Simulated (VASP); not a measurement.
# InAs (I-4m2) in VASP: further runs, part 2 of 2

VASP 6.6.1. The steps go on from the part before.

## 4. Single point, r2SCAN, non-collinear spin, zero start, spin-orbit coupling (epitaxial xy strain -4.0%)

POSCAR

```
InAs
1.0
    0.0000000000      2.9324068541      3.1807818630
    2.9324068541      0.0000000000      3.1807818630
    2.9324068541      2.9324068541      0.0000000000
In As
1 1
Direct
    0.0000000000      0.0000000000      0.0000000000
    0.2500000000      0.2500000000      0.2500000000
```

INCAR.step1

```
ALGO     = Normal         # electronic algorithm
EDIFF    = 1E-4           # SCF threshold, eV
ENCUT    = 520            # plane-wave cutoff, eV
GGA      = PE             # functional
GGA_COMPAT= F            
ISMEAR   = -1             # smearing method
LASPH    = T              # aspherical terms in the spheres
LCHARG   = F              # write CHGCAR
LREAL    = F              # projectors in reciprocal space
LSORBIT  = T              # spin-orbit coupling
LWAVE    = T              # write WAVECAR
MAGMOM   = 0 0 0 0 0 0    # initial moments
NBANDS   = 30             # bands
NELM     = 150            # most SCF steps
PREC     = Accurate       # precision mode
SIGMA    = 0.02           # smearing width, eV
```

INCAR.step2

```
ALGO     = Normal         # electronic algorithm
EDIFF    = 1E-7           # SCF threshold, eV
ENCUT    = 520            # plane-wave cutoff, eV
GGA_COMPAT= F            
ISIF     = 2              # what is computed and relaxed
ISMEAR   = -1             # smearing method
ISTART   = 1            
LASPH    = T              # aspherical terms in the spheres
LCHARG   = F              # write CHGCAR
LMIXTAU  = T            
LORBIT   = 11             # projections on sites
LORBMOM  = T            
LREAL    = F              # projectors in reciprocal space
LSORBIT  = T              # spin-orbit coupling
LWAVE    = F              # write WAVECAR
MAGMOM   = 0 0 0 0 0 0    # initial moments
METAGGA  = R2SCAN         # meta-GGA
NBANDS   = 30             # bands
NELM     = 150            # most SCF steps
PREC     = Accurate       # precision mode
SIGMA    = 0.02           # smearing width, eV
```

KPOINTS

```
k-points
0
Gamma
  8 8 8
```

Potentials or basis: VASP PAW PBE potentials, release 64 (In_d, As).

The run is started by

```console
> cat potpaw_PBE.64/In_d/POTCAR potpaw_PBE.64/As/POTCAR > POTCAR
> cp INCAR.step1 INCAR
> mpirun -np 1 vasp_ncl > vasp.out
> cp INCAR.step2 INCAR
> mpirun -np 1 vasp_ncl > vasp.out
```

OUTCAR:

```text
EDIFF = 1E-7
   ENCUT = 520
   ISIF = 2
   ISMEAR = -1
   ISTART = 1
   LASPH = T
   LORBIT = 11
   LREAL = F
   LSORBIT = T
   METAGGA = R2SCAN
   NELM = 150
   PREC = Accurate

 ion  position               nearest neighbor table
   1  0.000  0.000  0.000-   2 2.61   2 2.61   2 2.61   2 2.61
   2  0.250  0.250  0.250-   1 2.61   1 2.61   1 2.61   1 2.61

  LATTYP: Found a body centered tetragonal cell.
 ALAT       =     4.1470495435
 C/A-ratio  =     1.5339975227

  Lattice vectors:

 A1 = (  -2.9324068541,   0.0000000000,   3.1807818630)
 A2 = (   2.9324068541,   0.0000000000,   3.1807818630)
 A3 = (   0.0000000000,   2.9324068541,  -3.1807818630)

Analysis of symmetry for initial positions (statically):
=====================================================================
 Subroutine PRICEL returns:
 Original cell was already a primitive cell.

 Routine SETGRP: Setting up the symmetry group for a
 body centered tetragonal supercell.

 Subroutine GETGRP returns: Found  8 space group operations
 (whereof  8 operations were pure point group operations)
 out of a pool of 16 trial point group operations.

The static configuration has the point symmetry D_2d.

Analysis of symmetry for dynamics (positions and initial velocities):
=====================================================================
 Subroutine PRICEL returns:
 Original cell was already a primitive cell.

 Routine SETGRP: Setting up the symmetry group for a
 body centered tetragonal supercell.

 Subroutine GETGRP returns: Found  8 space group operations
 (whereof  8 operations were pure point group operations)
 out of a pool of 16 trial point group operations.

The dynamic configuration has the point symmetry D_2d.

Analysis of structural, dynamic, and magnetic symmetry:
=====================================================================
 Subroutine PRICEL returns:
 Original cell was already a primitive cell.

 Routine SETGRP: Setting up the symmetry group for a
 body centered tetragonal supercell.

 Subroutine GETGRP returns: Found  8 space group operations
 (whereof  8 operations were pure point group operations)
 out of a pool of 16 trial point group operations.

The overall configuration has the point symmetry D_2d.

 Subroutine INISYM returns: Found  8 space group operations
 (whereof  8 operations are pure point group operations),
 and found     1 'primitive' translations

----------------------------------------------------------------------------------------

                                     Primitive cell

  volume of cell :      54.7031

  direct lattice vectors                    reciprocal lattice vectors
     0.000000000  2.932406854  3.180781863    -0.170508400  0.170508400  0.157194055
     2.932406854  0.000000000  3.180781863     0.170508400 -0.170508400  0.157194055
     2.932406854  2.932406854  0.000000000     0.170508400  0.170508400 -0.157194055
[... 938 lines left out ...]

  FORCE on cell =-STRESS in cart. coord.  units (eV):
  Direction    XX          YY          ZZ          XY          YZ          ZX
  --------------------------------------------------------------------------------------
  -------------------------------------------------------------------------------------
  Total        1.2395108      1.2395108      0.0270712      0.0000000     -0.0000000     -0.0000000
  in kB       36.3035064     36.3035064      0.7928766      0.0000000     -0.0000000     -0.0000000
  external PRESSURE =      24.4666298 kB  Pullay stress =       0.0000000 kB

 VOLUME and BASIS-vectors are now :
 -----------------------------------------------------------------------------
  energy-cutoff  :      520.00
  volume of cell :       54.70
      direct lattice vectors                 reciprocal lattice vectors
     0.000000000  2.932406854  3.180781863    -0.170508400  0.170508400  0.157194055
     2.932406854  0.000000000  3.180781863     0.170508400 -0.170508400  0.157194055
     2.932406854  2.932406854  0.000000000     0.170508400  0.170508400 -0.157194055

 POSITION                                       TOTAL-FORCE (eV/Angst)
 -----------------------------------------------------------------------------------
      0.00000      0.00000      0.00000         0.000000      0.000000      0.000000
      1.46620      1.46620      1.59039        -0.000000     -0.000000     -0.000000
 -----------------------------------------------------------------------------------
    total drift:                                0.000000      0.000000     -0.000001

  FREE ENERGIE OF THE ION-ELECTRON SYSTEM (eV)
  ---------------------------------------------------
  free  energy   TOTEN  =       -38.0557072819 eV

  energy  without entropy=      -38.0555997290  energy(sigma->0) =      -38.05565351

 orbital moment (x)

 # of ion     p       d       tot
 ----------------------------------------
  1        -0.000  -0.000  -0.000
  2        -0.000   0.000  -0.000
 ----------------------------------------
           -0.000  -0.000  -0.000

 orbital moment (y)

 # of ion     p       d       tot
 ----------------------------------------
  1         0.000   0.000   0.000
  2         0.000  -0.000  -0.000
 ----------------------------------------
            0.000   0.000   0.000

 orbital moment (z)

 # of ion     p       d       tot
 ----------------------------------------
  1         0.000   0.000   0.000
  2         0.000   0.000   0.000
 ----------------------------------------
            0.000   0.000   0.000

 Spin-Orbit-Coupling matrix elements

 Ion:    1  E_soc:     -0.0690195
 l=   1
     0.0000000    -0.0052511    -0.0052692
    -0.0052511     0.0000000    -0.0052511
    -0.0052692    -0.0052511     0.0000000
 l=   2
     0.0000000    -0.0012688     0.0000000    -0.0012688    -0.0049810
    -0.0012688     0.0000000    -0.0037362    -0.0012620    -0.0012427
     0.0000000    -0.0037362     0.0000000    -0.0037362     0.0000000
    -0.0012688    -0.0012620    -0.0037362     0.0000000    -0.0012427
    -0.0049810    -0.0012427     0.0000000    -0.0012427     0.0000000
 l=   3
     0.0000000     0.0000000     0.0000000     0.0000000     0.0000000     0.0000000     0.0000000
     0.0000000     0.0000000     0.0000000     0.0000000     0.0000000     0.0000000     0.0000000
     0.0000000     0.0000000     0.0000000     0.0000000     0.0000000     0.0000000     0.0000000
     0.0000000     0.0000000     0.0000000     0.0000000     0.0000000     0.0000000     0.0000000
     0.0000000     0.0000000     0.0000000     0.0000000     0.0000000     0.0000000     0.0000000
     0.0000000     0.0000000     0.0000000     0.0000000     0.0000000     0.0000000     0.0000000
     0.0000000     0.0000000     0.0000000     0.0000000     0.0000000     0.0000000     0.0000000

 Ion:    2  E_soc:     -0.0246899
 l=   1
     0.0000000    -0.0040359    -0.0042662
    -0.0040359     0.0000000    -0.0040359
    -0.0042662    -0.0040359     0.0000000
 l=   2
     0.0000000    -0.0000011     0.0000000    -0.0000011    -0.0000020
    -0.0000011     0.0000000    -0.0000007    -0.0000012    -0.0000001
     0.0000000    -0.0000007     0.0000000    -0.0000007     0.0000000
    -0.0000011    -0.0000012    -0.0000007     0.0000000    -0.0000001
    -0.0000020    -0.0000001     0.0000000    -0.0000001     0.0000000
 l=   3
     0.0000000     0.0000000     0.0000000     0.0000000     0.0000000     0.0000000     0.0000000
     0.0000000     0.0000000     0.0000000     0.0000000     0.0000000     0.0000000     0.0000000
     0.0000000     0.0000000     0.0000000     0.0000000     0.0000000     0.0000000     0.0000000
     0.0000000     0.0000000     0.0000000     0.0000000     0.0000000     0.0000000     0.0000000
     0.0000000     0.0000000     0.0000000     0.0000000     0.0000000     0.0000000     0.0000000
     0.0000000     0.0000000     0.0000000     0.0000000     0.0000000     0.0000000     0.0000000
     0.0000000     0.0000000     0.0000000     0.0000000     0.0000000     0.0000000     0.0000000

 total charge

# of ion       s       p       d       tot
------------------------------------------
    1        0.835   0.770   9.893  11.498
    2        1.212   1.624   0.023   2.859
--------------------------------------------------
tot          2.047   2.394   9.916  14.357

 magnetization (x)

# of ion       s       p       d       tot
------------------------------------------
    1        0.000  -0.000   0.000   0.000
    2       -0.000  -0.000  -0.000  -0.000
--------------------------------------------------
tot          0.000  -0.000  -0.000  -0.000

 magnetization (y)

# of ion       s       p       d       tot
------------------------------------------
    1       -0.000   0.000   0.000   0.000
    2        0.000   0.000   0.000   0.000
--------------------------------------------------
tot          0.000   0.000   0.000   0.000

 magnetization (z)

# of ion       s       p       d       tot
------------------------------------------
    1        0.000   0.000   0.000   0.000
    2       -0.000   0.000  -0.000   0.000
--------------------------------------------------
tot         -0.000   0.000  -0.000   0.000
```

Run time: 26 min. Hardware: 1 thread of Intel Xeon 8259CL, shared host; peak memory 0.51 GiB.

What came out:

| Item | Value |
| --- | --- |
| Free energy | -38.0557 eV |
| Pressure | 2.4 GPa |
| Net moment | 0.00 μB per cell |
| Valence electrons inside the program's atomic spheres | In 11.50; As 2.86 |

Stress tensor (GPa, compression positive):
```
3.63 0.00 0.00
0.00 3.63 0.00
0.00 0.00 0.08
```

Moments on the atoms (μB; x, y, z):
```
In  0.00 0.00 0.00
As  0.00 0.00 0.00
```

Caveat: the cell differs from its parent crystal (epitaxial xy strain -4.0%); the PAW data sets were made with another functional, which shifts forces and pressure a little.

## 5. Summary

| cell | pressure (GPa) | moment (μB) |
| --- | --- | --- |
| a = 4.324, b = 4.324, c = 4.190 Å, angles 61.0, 61.0, 58.0°, 2 atoms | 1.7 | 0.00 |
| a = 4.317, b = 4.317, c = 4.406 Å, angles 59.3, 59.3, 61.4°, 2 atoms | -1.0 | 0.00 |
| a = 4.326, b = 4.326, c = 4.147 Å, angles 61.4, 61.4, 57.3°, 2 atoms | 2.4 | 0.00 |

Alike in all rows: task single point; level r2SCAN; potentials or basis VASP PAW PBE potentials, release 64 (In_d, As); spin non-collinear, zero start, SOC; k mesh 8 × 8 × 8; cutoff (eV) 520; smearing fermi-dirac 0.02 eV.

Caveats: the PAW data sets were made with another functional, which shifts forces and pressure a little.

Total energies depend on the potentials used, so only differences within one code and one set of settings carry meaning.
